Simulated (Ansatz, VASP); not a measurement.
KF: VASP beside Ansatz

INCAR

```
PREC = Accurate ; ENCUT = 520
EDIFF = 1E-6 ; ISMEAR = -1
SIGMA = 0.02 ; LREAL = False
LASPH = True ; NELM = 60
ALGO = Normal ; ISIF = 2
LWAVE = False ; LCHARG = False
GGA = PE ; NBANDS = 15
```

Contents of KPOINTS:

```
regular mesh
0
Gamma
  9 9 9
```

POSCAR

```
KF
1.0
    3.2589550000      0.0000000000      0.0000000000
    0.0000000000      3.2589550000      0.0000000000
    0.0000000000      0.0000000000      3.2589550000
K F
1 1
Direct
    0.0000000000      0.0000000000      0.0000000000
    0.5000000000      0.5000000000      0.5000000000
```

Input for Ansatz:

```yaml
crystal:
  lattice:
    - [3.258955, 0.0, 0.0]
    - [0.0, 3.258955, 0.0]
    - [0.0, 0.0, 3.258955]
  atoms:
    - { symbol: K, position: [0.0, 0.0, 0.0] }
    - { symbol: F, position: [0.5, 0.5, 0.5] }
kpoints:
  mp_grid: { grid: [9, 9, 9] }
  band_path:
    path:
      - [0.0, 0.0, 0.0]
      - [0.0, 0.5, 0.0]
      - [0.5, 0.5, 0.0]
      - [0.0, 0.0, 0.0]
      - [0.5, 0.5, 0.5]
      - [0.0, 0.5, 0.0]
      - [0.5, 0.5, 0.5]
      - [0.5, 0.5, 0.0]
    npoints: 5
scf:
  occupations: { method: fermi_dirac, width: 0.02 }
hamiltonian:
  xc: pbe
  pseudopotentials: { kind: all_electron, lapw: { basis_error: 0.0005 } }
output:
  forces: true
  stress: true
  eigenvalues: true
```

Alike in both runs: task single point; functional PBE; k mesh 9 × 9 × 9; occupations fermi-dirac, width 0.02 eV; no spin polarisation.

|  | VASP | Ansatz |
| --- | --- | --- |
| version | VASP 6.6.1 | Ansatz 0.2.0 |
| potentials or method | VASP PAW PBE potentials, release 64 (K_sv, F), cutoff 520 eV | all-electron LAPW, scalar-relativistic |

Ansatz gave:

```
gap on the k mesh at the Fermi level (eV) : 6.28
pressure (GPa)                            : 0.0
```

What did VASP give for the same quantities?

gap on the k mesh at the Fermi level (eV): 6.27; pressure (GPa): 0.0.

Ansatz ran all-electron here, and VASP with PAW potentials.
